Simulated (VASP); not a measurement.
# CdSe (P6_3mc) in VASP: further runs, part 3 of 3

VASP 6.6.1. Earlier steps stand in the parts before.

## Step 4: Single point, r2SCAN

This run uses another cell than the first one, of 28.87 Å³/atom.

Contents of POSCAR:

```
CdSe
1.0
    4.3407236660      0.0000000000      0.0000000000
   -2.1703618330      3.7591769656      0.0000000000
    0.0000000000      0.0000000000      7.0766459791
Cd Se
2 2
Direct
    0.3333333333      0.6666666667     -0.0004760039
    0.6666666667      0.3333333333      0.4995239961
    0.3333333333      0.6666666667      0.3754760039
    0.6666666667      0.3333333333      0.8754760039
```

Contents of INCAR.step1:

```
SYSTEM = CdSe
PREC = Accurate
ENCUT = 520
ISMEAR = 0
SIGMA = 0.01
LREAL = .False.
LASPH = .True.
NELM = 100
NBANDS = 26
GGA = PE
ALGO = Normal
EDIFF = 1E-4
LWAVE = .True.
LCHARG = .False.
```

Contents of INCAR.step2:

```
SYSTEM = CdSe
PREC = Accurate
ENCUT = 520
EDIFF = 1E-6
ISMEAR = 0
SIGMA = 0.01
LREAL = .False.
LASPH = .True.
NELM = 100
ALGO = Normal
ISIF = 2
LWAVE = .False.
LCHARG = .False.
METAGGA = R2SCAN
LMIXTAU = .True.
NBANDS = 26
ISTART = 1
```

Contents of KPOINTS:

```
regular mesh
0
Gamma
  12 12 4
  0 0 0
```

Potentials or basis: VASP PAW PBE potentials, release 64 (Cd, Se).

The run is started by

```sh
cat potpaw_PBE.64/Cd/POTCAR potpaw_PBE.64/Se/POTCAR > POTCAR
cp INCAR.step1 INCAR
mpirun -np 1 vasp_std > vasp.out
cp INCAR.step2 INCAR
mpirun -np 1 vasp_std > vasp.out
```

OUTCAR:

```text
SYSTEM = CdSe
   PREC = Accurate
   ENCUT = 520
   EDIFF = 1E-6
   ISMEAR = 0
   LREAL = .False.
   LASPH = .True.
   NELM = 100
   ISIF = 2
   METAGGA = R2SCAN
   ISTART = 1

 ion  position               nearest neighbor table
   1  0.333  0.667  1.000-   4 2.66   4 2.66   4 2.66   3 2.66
   2  0.667  0.333  0.500-   3 2.66   3 2.66   3 2.66   4 2.66
   3  0.333  0.667  0.375-   2 2.66   2 2.66   2 2.66   1 2.66
   4  0.667  0.333  0.875-   1 2.66   1 2.66   1 2.66   2 2.66

  LATTYP: Found a hexagonal cell.
 ALAT       =     4.3407236660
 C/A-ratio  =     1.6302917494

  Lattice vectors:

 A1 = (   4.3407236660,   0.0000000000,   0.0000000000)
 A2 = (  -2.1703618330,   3.7591769656,   0.0000000000)
 A3 = (   0.0000000000,   0.0000000000,   7.0766459791)

Analysis of symmetry for initial positions (statically):
=====================================================================
 Subroutine PRICEL returns:
 Original cell was already a primitive cell.

 Routine SETGRP: Setting up the symmetry group for a
 hexagonal supercell.

 Subroutine GETGRP returns: Found 12 space group operations
 (whereof  6 operations were pure point group operations)
 out of a pool of 24 trial point group operations.

The static configuration has the point symmetry C_3v.
 The point group associated with its full space group is C_6v.

Analysis of symmetry for dynamics (positions and initial velocities):
=====================================================================
 Subroutine PRICEL returns:
 Original cell was already a primitive cell.

 Routine SETGRP: Setting up the symmetry group for a
 hexagonal supercell.

 Subroutine GETGRP returns: Found 12 space group operations
 (whereof  6 operations were pure point group operations)
 out of a pool of 24 trial point group operations.

[... 115 lines left out ...]
   PSTRESS=    0.0 pullay stress
   NELECT =      36.0000    total number of electrons
   NUPDOWN=      -1.0000    fix difference up-down
   EMIN   =  10.00;   EMAX   =-10.00  energy-range for DOS
   EFERMI =   0.00;   METHOD = LEGACY
   ISMEAR =     0;   SIGMA  =   0.01  broadening in eV -4-tet -1-fermi 0-gaus
   EFERMI_NEDOS =   21; number of points for ismear=-14 and -15
   IALGO  =     38    algorithm
   IMIX   =      4    mixing-type and parameters
     AMIX     =   0.40;   BMIX     =  1.00
     AMIX_MAG =   1.60;   BMIX_MAG =  1.00
  volume/ion in A,a.u.               =      28.87       194.81
  Fermi-wavevector in a.u.,A,eV,Ry     =   1.110064  2.097718 16.765686  1.232243
  Thomas-Fermi vector in A             =   2.246612
   LORBIT       =      0    0 simple, 1 ext, 2 COOP (PROOUT), +10 PAW based schemes
   METAGGA = R2SCAN    functional components
   LHFCALC =     F    Hartree Fock is set to
   AEXX    =    0.0000 exact exchange contribution
   IVDW    =     0    specifies the selected vdW correction
   LEPSILON=     F    determine dielectric tensor
   LRPA    =     F    only Hartree local field effects (RPA)
 non-spin polarized calculation
 Gauss-broadening in eV      SIGMA  =   0.01
  energy-cutoff  :      520.00
  volume of cell :      115.47
 maximum number of plane-waves:      3130
   NGX = 17   NGY = 17   NGZ = 27

 number of electron      36.0000000 magnetization

 Free energy of the ion-electron system (eV)
  ---------------------------------------------------
  ext. energy  EPLUGINS =         0.00000000
  ---------------------------------------------------
  free energy    TOTEN  =       -71.83288675 eV

  energy without entropy =      -71.83288675  energy(sigma->0) =      -71.83288675

 E-fermi :   0.4858     XC(G=0):  -9.2966

 val. band max:        0.4420192368   @ k =   0.0000   0.0000   0.0000
 cond. band min:       1.5365969936   @ k =   0.0000   0.0000   0.0000
 fundamental gap:      1.0945777568
 Fermi energy:         0.4858212098

 k-point     1 :       0.0000    0.0000    0.0000
  band No.  band energies     occupation
      1     -12.4355      2.00000
      2     -12.0731      2.00000
      3      -7.6323      2.00000
      4      -7.6266      2.00000
      5      -7.6266      2.00000
      6      -7.5580      2.00000
[... 685 lines left out ...]
     25       8.4057      0.00000
     26       9.5538      0.00000

 [... further k-points ...]
[... 5 lines left out ...]
  --------------------------------------------------------------------------------------
  -------------------------------------------------------------------------------------
  Total        0.1645815      0.1645815      0.1869437      0.0000000      0.0000000      0.0000000
  in kB        2.2835426      2.2835426      2.5938147      0.0000000      0.0000000      0.0000000
  external PRESSURE =       2.3869666 kB  Pullay stress =       0.0000000 kB

 VOLUME and BASIS-vectors are now :
 -----------------------------------------------------------------------------
  energy-cutoff  :      520.00
  volume of cell :      115.47
      direct lattice vectors                 reciprocal lattice vectors
     4.340723666  0.000000000  0.000000000     0.230376333  0.133007838  0.000000000
    -2.170361833  3.759176966  0.000000000     0.000000000  0.266015676  0.000000000
     0.000000000  0.000000000  7.076645979     0.000000000  0.000000000  0.141309881

 POSITION                                       TOTAL-FORCE (eV/Angst)
 -----------------------------------------------------------------------------------
     -0.00000      2.50612      7.07328         0.000000     -0.000000     -0.000538
      2.17036      1.25306      3.53495        -0.000000      0.000000     -0.000538
     -0.00000      2.50612      2.65711         0.000000      0.000000      0.000538
      2.17036      1.25306      6.19543        -0.000000     -0.000000      0.000538
 -----------------------------------------------------------------------------------
    total drift:                               -0.000000      0.000000     -0.003053

  FREE ENERGIE OF THE ION-ELECTRON SYSTEM (eV)
  ---------------------------------------------------
  free  energy   TOTEN  =       -71.8328867455 eV

  energy  without entropy=      -71.8328867455  energy(sigma->0) =      -71.83288675
```

OSZICAR.step1:

```text
N       E                     dE             d eps       ncg     rms          rms(c)
DAV:   1     0.240336186315E+03    0.24034E+03   -0.17061E+04  2964   0.124E+03
DAV:   2     0.129520034869E+01   -0.23904E+03   -0.23173E+03  3238   0.307E+02
DAV:   3    -0.116191990950E+02   -0.12914E+02   -0.12841E+02  3534   0.709E+01
DAV:   4    -0.117302668091E+02   -0.11107E+00   -0.11096E+00  3276   0.622E+00
DAV:   5    -0.117309492750E+02   -0.68247E-03   -0.68243E-03  3420   0.472E-01    0.833E+00
DAV:   6    -0.110065049109E+02    0.72444E+00   -0.12478E+00  3516   0.107E+01    0.662E+00
DAV:   7    -0.109740026922E+02    0.32502E-01   -0.50317E-01  3114   0.358E+00    0.259E+00
DAV:   8    -0.109732174323E+02    0.78526E-03   -0.48757E-02  3086   0.219E+00    0.375E-01
DAV:   9    -0.109733096293E+02   -0.92197E-04   -0.67143E-03  3240   0.926E-01    0.977E-02
DAV:  10    -0.109734714407E+02   -0.16181E-03   -0.77822E-04  3114   0.298E-01    0.713E-02
DAV:  11    -0.109735647864E+02   -0.93346E-04   -0.21898E-04  2598   0.838E-02
   1 F= -.10973565E+02 E0= -.10973565E+02  d E =-.103972E-11
```

It took 3.9 min on 1 thread of Intel Xeon 6975P-C (Granite Rapids), shared host; peak memory 0.34 GiB.

Results:

```yaml
Free_energy: -71.8329 eV
Pressure: 0.2 GPa
Band_gap_on_the_k_mesh: 1.09 eV
```

Caveat: the PAW data sets were made with another functional, which shifts forces and pressure a little.

## Step 5: Relaxation of cell and atoms, r2SCAN

This run uses another cell than the first one, of 29.78 Å³/atom.

Contents of POSCAR:

```
CdSe
1.0
    4.3840057915      0.0000000000      0.0000000000
   -2.1920028958      3.7966603858      0.0000000000
    0.0000000000      0.0000000000      7.1556125422
Cd Se
2 2
Direct
    0.3333333333      0.6666666667     -0.0002790369
    0.6666666667      0.3333333333      0.4997209631
    0.3333333333      0.6666666667      0.3752790369
    0.6666666667      0.3333333333      0.8752790369
```

Contents of INCAR.step1:

```
ALGO     = Normal         # electronic algorithm
EDIFF    = 1E-4           # SCF threshold, eV
ENCUT    = 600            # plane-wave cutoff, eV
GGA      = PE             # functional
ISMEAR   = -1             # smearing method
LASPH    = T              # aspherical terms in the spheres
LCHARG   = F              # write CHGCAR
LREAL    = F              # projectors in reciprocal space
LWAVE    = T              # write WAVECAR
NELM     = 100            # most SCF steps
PREC     = Accurate       # precision mode
SIGMA    = 0.02           # smearing width, eV
```

Contents of INCAR.step2:

```
ALGO     = Normal         # electronic algorithm
EDIFF    = 1E-6           # SCF threshold, eV
EDIFFG   = -0.005         # ionic threshold
ENCUT    = 600            # plane-wave cutoff, eV
IBRION   = 2              # ionic algorithm
ISIF     = 3              # what is computed and relaxed
ISMEAR   = -1             # smearing method
ISTART   = 1            
LASPH    = T              # aspherical terms in the spheres
LCHARG   = F              # write CHGCAR
LMIXTAU  = T            
LREAL    = F              # projectors in reciprocal space
LWAVE    = F              # write WAVECAR
METAGGA  = R2SCAN         # meta-GGA
NELM     = 100            # most SCF steps
NSW      = 80             # ionic steps
PREC     = Accurate       # precision mode
SIGMA    = 0.02           # smearing width, eV
```

Contents of KPOINTS:

```
k-points
0
Gamma
  6 6 4
```

The run is started by

```sh
cat potpaw_PBE.64/Cd/POTCAR potpaw_PBE.64/Se/POTCAR > POTCAR
cp INCAR.step1 INCAR
mpirun -np 1 vasp_std > vasp.out
cp INCAR.step2 INCAR
mpirun -np 1 vasp_std > vasp.out
```

Run time: 5.8 min. Hardware: 1 thread of Intel Xeon 6975P-C (Granite Rapids), shared host; peak memory 0.33 GiB.

It converged, with:

```
Free energy                           : -71.8323 eV
Relaxed volume                        : 28.97 Å³/atom
Relaxed cell                          : a = 4.344 Å, b = 4.344 Å, c = 7.090 Å, α = 90.00°, β = 90.00°, γ = 120.00°
Space group after relaxing (to 0.1 Å) : P6_3mc (No. 186)
Energy gained by relaxing             : 3.4 meV/atom
Ionic steps                           : 3
Pressure after relaxing               : 0.0 GPa
Largest force after relaxing          : 0.003 eV/Å
Band gap on the k mesh                : 1.08 eV
```

Forces on the atoms (eV/Å):
```
Cd   0.000  0.000 -0.003
Cd   0.000  0.000 -0.003
Se   0.000  0.000  0.003
Se   0.000  0.000  0.003
```

Step by step:
```
step  energy change (eV)  largest force (eV/Å)  pressure (GPa)  volume (Å³)
   1              0.0000                0.0065           -1.32       119.10
   2             -0.0123                0.0021            0.44       114.92
   3             -0.0136                0.0034            0.00       115.89
```

Final structure:
```
CELL_PARAMETERS angstrom
4.34449 0.00000 0.00000
-2.17224 3.76244 0.00000
0.00000 0.00000 7.08975
ATOMIC_POSITIONS crystal
Cd 0.33333 0.66667 0.99969
Cd 0.66667 0.33333 0.49969
Se 0.33333 0.66667 0.37531
Se 0.66667 0.33333 0.87531
```

Levels at points of the mesh, in eV from the valence-band top:
| k point | band 15 | band 16 | band 17 | band 18 | band 19 | band 20 | band 21 | band 22 |
| --- | --- | --- | --- | --- | --- | --- | --- | --- |
| (0.00, 0.00, 0.00) | -0.73 | -0.05 | 0.00 | 0.00 | 1.08 | 2.64 | 6.38 | 6.38 |
| (0.50, 0.00, 0.00) | -2.57 | -1.79 | -1.28 | -0.72 | 3.62 | 3.71 | 5.09 | 6.52 |
| (0.00, 0.00, 0.50) | -0.38 | -0.38 | -0.38 | -0.38 | 2.77 | 2.77 | 6.26 | 6.26 |
| (0.50, 0.00, 0.50) | -1.31 | -1.31 | -1.30 | -1.30 | 3.32 | 3.32 | 5.27 | 5.27 |

Caveat: the PAW data sets were made with another functional, which shifts forces and pressure a little.

## Step 6: Summary

| task | level | cell | k mesh | cutoff (eV) | smearing | gap on the mesh (eV) | pressure (GPa) | relaxed volume (Å³/atom) |
| --- | --- | --- | --- | --- | --- | --- | --- | --- |
| relaxation of cell and atoms | PBE | relaxed from a = 4.185, b = 4.185, c = 6.834 Å, angles 90.0, 90.0, 120.0°, 4 atoms, atomic positions A | 6 × 6 × 4 | 600 | fermi-dirac 0.02 eV | 0.53 | 0.0 | 29.91 |
| single point | PBE | a = 4.341, b = 4.341, c = 7.077 Å, angles 90.0, 90.0, 120.0°, 4 atoms, atomic positions B | 12 × 12 × 4 | 520 | fermi-dirac 0.02 eV | 0.61 | 1.7 | - |
| single point | r2SCAN | a = 4.341, b = 4.341, c = 7.077 Å, angles 90.0, 90.0, 120.0°, 4 atoms, atomic positions B | 12 × 12 × 4 | 520 | gaussian 0.01 eV | 1.09 | 0.2 | - |
| relaxation of cell and atoms | r2SCAN | relaxed from a = 4.384, b = 4.384, c = 7.156 Å, angles 90.0, 90.0, 120.0°, 4 atoms, atomic positions C | 6 × 6 × 4 | 600 | fermi-dirac 0.02 eV | 1.08 | 0.0 | 28.97 |

Alike in all rows: potentials or basis VASP PAW PBE potentials, release 64 (Cd, Se); no spin polarisation.

Caveats: semilocal functionals underestimate gaps, and a narrow one can read as zero (at least some runs); the PAW data sets were made with another functional, which shifts forces and pressure a little (at least some runs); the volume moved by over 15 % at a fixed basis, so the end points are rough (at least some runs).

Total energies depend on the potentials used, so only differences within one code and one set of settings carry meaning.
